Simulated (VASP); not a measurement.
# Rb2Ir (Fd-3m) in VASP: notebook

Runs on Rb2Ir. Level: PBE. Tasks: single point, relaxation of cell and atoms.

All numbers are computed with VASP 6.6.1; they aren't measurements. Logs are shortened: lines on timing, memory, paths and dates and some standing lists are left out, and cuts for length are marked.

**1. The cell of the first run**

Symmetry: Fd-3m, No. 227, cubic system. Conventional cell: a = 9.168 Å, b = 9.168 Å, c = 9.168 Å, α = 90.00°, β = 90.00°, γ = 90.00°. Rb (site symmetry -3m) has 6 Rb at 3.24 Å and 6 Ir at 3.80 Å within 4.3 Å. Ir (site symmetry -43m) has 12 Rb at 3.80 Å and 4 Ir at 3.97 Å within 5.0 Å.

**2. Single point, PBE**

INCAR

```
SYSTEM = Rb2Ir
PREC = Accurate
ENCUT = 520
EDIFF = 1E-6
ISMEAR = 0
SIGMA = 0.1
LREAL = .False.
LASPH = .True.
NELM = 100
ALGO = Normal
ISIF = 2
LWAVE = .False.
LCHARG = .False.
GGA = PE
NBANDS = 36
```

KPOINTS

```
Automatic mesh
0
Gamma
  4 4 4
  0 0 0
```

POSCAR

```
Rb2Ir
1.0
    0.0000000000      4.5840941943      4.5840941943
    4.5840941943      0.0000000000      4.5840941943
    4.5840941943      4.5840941943      0.0000000000
Rb Ir
4 2
Direct
    0.6250000000      0.6250000000      0.6250000000
    0.1250000000      0.6250000000      0.6250000000
    0.6250000000      0.6250000000      0.1250000000
    0.6250000000      0.1250000000      0.6250000000
    0.0000000000      0.0000000000      0.0000000000
    0.2500000000      0.2500000000      0.2500000000
```

Potentials or basis: VASP PAW PBE potentials, release 64 (Rb_sv, Ir).

The run is started by

```sh
$ cat potpaw_PBE.64/Rb_sv/POTCAR potpaw_PBE.64/Ir/POTCAR > POTCAR
$ mpirun -np 1 vasp_std > vasp.out
```

OUTCAR:

```text
SYSTEM = Rb2Ir
   PREC = Accurate
   ENCUT = 520
   EDIFF = 1E-6
   ISMEAR = 0
   LREAL = .False.
   LASPH = .True.
   NELM = 100
   ISIF = 2
   GGA = PE

 ion  position               nearest neighbor table
   1  0.625  0.625  0.625-   2 3.24   3 3.24   4 3.24   3 3.24   4 3.24   2 3.24   6 3.80   5 3.80
                             6 3.80   5 3.80   6 3.80   5 3.80   3 5.61   4 5.61   2 5.61   3 5.61
   2  0.125  0.625  0.625-   1 3.24   3 3.24   4 3.24   1 3.24   3 3.24   4 3.24   5 3.80   6 3.80
                             6 3.80   6 3.80   5 3.80   5 3.80   3 5.61   1 5.61   3 5.61   1 5.61
   3  0.625  0.625  0.125-   1 3.24   1 3.24   2 3.24   4 3.24   4 3.24   2 3.24   6 3.80   5 3.80
                             6 3.80   5 3.80   6 3.80   5 3.80   4 5.61   1 5.61   2 5.61   1 5.61
   4  0.625  0.125  0.625-   1 3.24   3 3.24   1 3.24   2 3.24   3 3.24   2 3.24   6 3.80   5 3.80
                             6 3.80   6 3.80   5 3.80   5 3.80   3 5.61   1 5.61   1 5.61   3 5.61
   5  0.000  0.000  0.000-   4 3.80   2 3.80   1 3.80   3 3.80   3 3.80   3 3.80   1 3.80   2 3.80
                             4 3.80   2 3.80   1 3.80   4 3.80
   6  0.250  0.250  0.250-   3 3.80   1 3.80   2 3.80   4 3.80   2 3.80   4 3.80   1 3.80   4 3.80
                             3 3.80   1 3.80   3 3.80   2 3.80

  LATTYP: Found a face centered cubic cell.
 ALAT       =     9.1681883886

  Lattice vectors:

 A1 = (   0.0000000000,   4.5840941943,   4.5840941943)
 A2 = (   4.5840941943,   0.0000000000,   4.5840941943)
 A3 = (   4.5840941943,   4.5840941943,   0.0000000000)

Analysis of symmetry for initial positions (statically):
=====================================================================
 Subroutine PRICEL returns:
 Original cell was already a primitive cell.

 Routine SETGRP: Setting up the symmetry group for a
 face centered cubic supercell.

 Subroutine GETGRP returns: Found 48 space group operations
 (whereof 24 operations were pure point group operations)
 out of a pool of 48 trial point group operations.

The static configuration has the point symmetry T_d .
 The point group associated with its full space group is O_h .

Analysis of symmetry for dynamics (positions and initial velocities):
=====================================================================
 Subroutine PRICEL returns:
 Original cell was already a primitive cell.

 Routine SETGRP: Setting up the symmetry group for a
 face centered cubic supercell.

 Subroutine GETGRP returns: Found 48 space group operations
 (whereof 24 operations were pure point group operations)
 out of a pool of 48 trial point group operations.

The dynamic configuration has the point symmetry T_d .
 The point group associated with its full space group is O_h .

 Subroutine INISYM returns: Found 48 space group operations
 (whereof 24 operations are pure point group operations),
 and found     1 'primitive' translations

----------------------------------------------------------------------------------------

                                     Primitive cell

  volume of cell :     192.6596

  direct lattice vectors                    reciprocal lattice vectors
     0.000000000  4.584094194  4.584094194    -0.109072802  0.109072802  0.109072802
     4.584094194  0.000000000  4.584094194     0.109072802 -0.109072802  0.109072802
     4.584094194  4.584094194  0.000000000     0.109072802  0.109072802 -0.109072802

  length of vectors
     6.482888181  6.482888181  6.482888181     0.188919635  0.188919635  0.188919635

  position of ions in fractional coordinates (direct lattice)
     0.625000000  0.625000000  0.625000000
     0.125000000  0.625000000  0.625000000
     0.625000000  0.625000000  0.125000000
     0.625000000  0.125000000  0.625000000
     0.000000000  0.000000000  0.000000000
     0.250000000  0.250000000  0.250000000

  ion indices of the primitive-cell ions
   primitive index   ion index
                 1           1
                 2           2
                 3           3
                 4           4
                 5           5
                 6           6

----------------------------------------------------------------------------------------

 KPOINTS: Automatic mesh

Automatic generation of k-mesh.
 Grid dimensions read from file:
 generate k-points for:    4    4    4

 Generating k-lattice:

  Cartesian coordinates                     Fractional coordinates (reciprocal lattice)
    -0.027268201  0.027268201  0.027268201     0.250000000  0.000000000  0.000000000
     0.027268201 -0.027268201  0.027268201     0.000000000  0.250000000  0.000000000
     0.027268201  0.027268201 -0.027268201     0.000000000  0.000000000  0.250000000

  Length of vectors
     0.047229909  0.047229909  0.047229909

  Shift w.r.t. Gamma in fractional coordinates (k-lattice)
     0.000000000  0.000000000  0.000000000

 Subroutine IBZKPT returns following result:
 ===========================================

 Found      8 irreducible k-points:

 Following reciprocal coordinates:
            Coordinates               Weight
  0.000000  0.000000  0.000000      1.000000
  0.250000  0.000000  0.000000      8.000000
  0.500000  0.000000  0.000000      4.000000
  0.250000  0.250000  0.000000      6.000000
  0.500000  0.250000  0.000000     24.000000
 -0.250000  0.250000  0.000000     12.000000
  0.500000  0.500000  0.000000      3.000000
 -0.250000  0.500000  0.250000      6.000000
   k-points           NKPTS =      8   k-points in BZ     NKDIM =      8   number of bands    NBANDS=     36
   number of dos      NEDOS =    301   number of ions     NIONS =      6
   total plane-waves  NPLWV = 110592
   dimension x,y,z NGX =    48 NGY =   48 NGZ =   48
   dimension x,y,z NGXF=    96 NGYF=   96 NGZF=   96
   ions per type =               4   2
   NGX,Y,Z   is equivalent  to a cutoff of  12.31, 12.31, 12.31 a.u.
   NGXF,Y,Z  is equivalent  to a cutoff of  24.62, 24.62, 24.62 a.u.
 SYSTEM =  Rb2Ir
   PREC   = accura    normal or accurate (medium, high low for compatibility)
   ISTART =      0    job   : 0-new  1-cont  2-samecut
   ICHARG =      2    charge: 1-file 2-atom 10-const
   ISPIN  =      1    spin polarized calculation?
   LNONCOLLINEAR =      F non collinear calculations
   LSORBIT =      F    spin-orbit coupling
   LASPH  =      T    aspherical Exc in radial PAW
   ENCUT  =  520.0 eV  38.22 Ry    6.18 a.u.  12.05 12.05 12.05*2*pi/ulx,y,z
   NELM   =    100;   NELMIN=  2; NELMDL= -5     # of ELM steps
   EDIFF  = 0.1E-05   stopping-criterion for ELM
   LREAL  =      F    real-space projection
   EDIFFG = 0.1E-04   stopping-criterion for IOM
   NSW    =      0    number of steps for IOM
   IBRION =     -1    ionic relax: 0-MD 1-quasi-New 2-CG
   NFREE  =      0    steps in history (QN), initial steepest desc. (CG)
   ISIF   =      2    stress and relaxation
   ISYM   =      2    0-nonsym 1-usesym 2-fastsym
   POTIM  = 0.5000    time-step for ionic-motion
   TEBEG  =    0.0;   TEEND  =   0.0 temperature during run
   PSTRESS=    0.0 pullay stress
   NELECT =      54.0000    total number of electrons
   NUPDOWN=      -1.0000    fix difference up-down
   EMIN   =  10.00;   EMAX   =-10.00  energy-range for DOS
[... 5 lines left out ...]
     AMIX     =   0.40;   BMIX     =  1.00
     AMIX_MAG =   1.60;   BMIX_MAG =  1.00
  volume/ion in A,a.u.               =      32.11       216.69
  Fermi-wavevector in a.u.,A,eV,Ry     =   1.071378  2.024610 15.617446  1.147850
  Thomas-Fermi vector in A             =   2.207116
   LORBIT       =      0    0 simple, 1 ext, 2 COOP (PROOUT), +10 PAW based schemes
   GGA     = PE    functional components
   LHFCALC =     F    Hartree Fock is set to
   AEXX    =    0.0000 exact exchange contribution
   IVDW    =     0    specifies the selected vdW correction
   LEPSILON=     F    determine dielectric tensor
   LRPA    =     F    only Hartree local field effects (RPA)
 non-spin polarized calculation
 Gauss-broadening in eV      SIGMA  =   0.10
  energy-cutoff  :      520.00
  volume of cell :      192.66
 maximum number of plane-waves:      5218
   NGX = 25   NGY = 25   NGZ = 25

 number of electron      54.0000001 magnetization

 Free energy of the ion-electron system (eV)
  ---------------------------------------------------
  ext. energy  EPLUGINS =         0.00000000
  ---------------------------------------------------
  free energy    TOTEN  =       -11.93560367 eV

  energy without entropy =      -11.82761819  energy(sigma->0) =      -11.88161093

 E-fermi :   2.3774     XC(G=0):  -8.9071

 val. band max:        2.3673475800   @ k =   0.5000   0.2500   0.0000
 cond. band min:       2.3801666077   @ k =   0.2500   0.0000   0.0000
 fundamental gap:      0.0128190276
 Fermi energy:         2.3773507456

 k-point     1 :       0.0000    0.0000    0.0000
  band No.  band energies     occupation
      1     -26.7205      2.00000
      2     -26.2293      2.00000
      3     -26.2293      2.00000
      4     -26.2293      2.00000
      5     -12.8048      2.00000
      6     -11.2418      2.00000
[... 28 lines left out ...]
     35       4.9601      0.00000
     36       6.1364      0.00000

 k-point     2 :       0.2500    0.0000    0.0000
  band No.  band energies     occupation
      1     -26.6723      2.00000
      2     -26.2848      2.00000
      3     -26.2297      2.00000
      4     -26.2297      2.00000
      5     -12.5867      2.00000
      6     -11.2030      2.00000
[... 28 lines left out ...]
     35       5.2663      0.00000
     36       6.1719      0.00000

 k-point     3 :       0.5000    0.0000    0.0000
  band No.  band energies     occupation
      1     -26.6039      2.00000
      2     -26.3604      2.00000
      3     -26.2301      2.00000
      4     -26.2301      2.00000
      5     -12.3144      2.00000
      6     -11.0381      2.00000
[... 28 lines left out ...]
     35       5.9808      0.00000
     36       5.9808      0.00000
[... 118 lines left out ...]
 k-point     7 :       0.5000    0.5000    0.0000
  band No.  band energies     occupation
      1     -26.4841      2.00000
      2     -26.4841      2.00000
      3     -26.2308      2.00000
      4     -26.2308      2.00000
      5     -11.7685      2.00000
      6     -11.7685      2.00000
[... 28 lines left out ...]
     35       5.5308      0.00000
     36       5.5308      0.00000

 k-point     8 :      -0.2500    0.5000    0.2500
  band No.  band energies     occupation
      1     -26.4841      2.00000
      2     -26.4841      2.00000
      3     -26.2308      2.00000
      4     -26.2308      2.00000
      5     -11.7475      2.00000
      6     -11.7475      2.00000
[... 28 lines left out ...]
     35       6.0243      0.00000
     36       6.0257      0.00000

------------------------ aborting loop because EDIFF is reached ----------------------------------------

  FORCE on cell =-STRESS in cart. coord.  units (eV):
  Direction    XX          YY          ZZ          XY          YZ          ZX
  --------------------------------------------------------------------------------------
  -------------------------------------------------------------------------------------
  Total        0.2808236      0.2808236      0.2808236     -0.0000000     -0.0000000     -0.0000000
  in kB        2.3353590      2.3353590      2.3353590     -0.0000000     -0.0000000     -0.0000000
  external PRESSURE =       2.3353590 kB  Pullay stress =       0.0000000 kB

 VOLUME and BASIS-vectors are now :
 -----------------------------------------------------------------------------
  energy-cutoff  :      520.00
  volume of cell :      192.66
      direct lattice vectors                 reciprocal lattice vectors
     0.000000000  4.584094194  4.584094194    -0.109072802  0.109072802  0.109072802
     4.584094194  0.000000000  4.584094194     0.109072802 -0.109072802  0.109072802
     4.584094194  4.584094194  0.000000000     0.109072802  0.109072802 -0.109072802

 POSITION                                       TOTAL-FORCE (eV/Angst)
 -----------------------------------------------------------------------------------
      5.73012      5.73012      5.73012        -0.000000     -0.000000      0.000000
      5.73012      3.43807      3.43807        -0.000000     -0.000000      0.000000
      3.43807      3.43807      5.73012        -0.000000     -0.000000      0.000000
      3.43807      5.73012      3.43807        -0.000000     -0.000000      0.000000
      0.00000      0.00000      0.00000        -0.000000     -0.000000     -0.000000
      2.29205      2.29205      2.29205         0.000000      0.000000      0.000000
 -----------------------------------------------------------------------------------
    total drift:                                0.000000      0.000000     -0.000000

  FREE ENERGIE OF THE ION-ELECTRON SYSTEM (eV)
  ---------------------------------------------------
  free  energy   TOTEN  =       -11.9356036650 eV

  energy  without entropy=      -11.8276181949  energy(sigma->0) =      -11.88161093
```

It took 95 s on 1 thread of Oxide Virtual Turin-like, shared host; peak memory 0.29 GiB.

What came out:

| Quantity | Value |
| --- | --- |
| Free energy | -11.9356 eV |
| Pressure | 0.2 GPa |
| Band gap on the k mesh | zero (band 27 reaches 2.42 eV, above the bottom of band 28 at 2.32 eV) |

Levels at points of the mesh, in eV from the Fermi level:
```csv
k point,band 25,band 26,band 27,band 28,band 29,band 30
"(0.00, 0.00, 0.00)",-0.17,-0.17,-0.06,-0.06,0.77,0.97
"(0.50, 0.00, 0.00)",-0.24,-0.13,-0.13,0.07,0.78,1.78
"(0.50, 0.50, 0.00)",-0.17,-0.17,0.03,0.03,1.65,1.65
```

Caveat: spin-orbit coupling is left out, which moves the levels of the heavy elements.

[end of part 1 of 2]
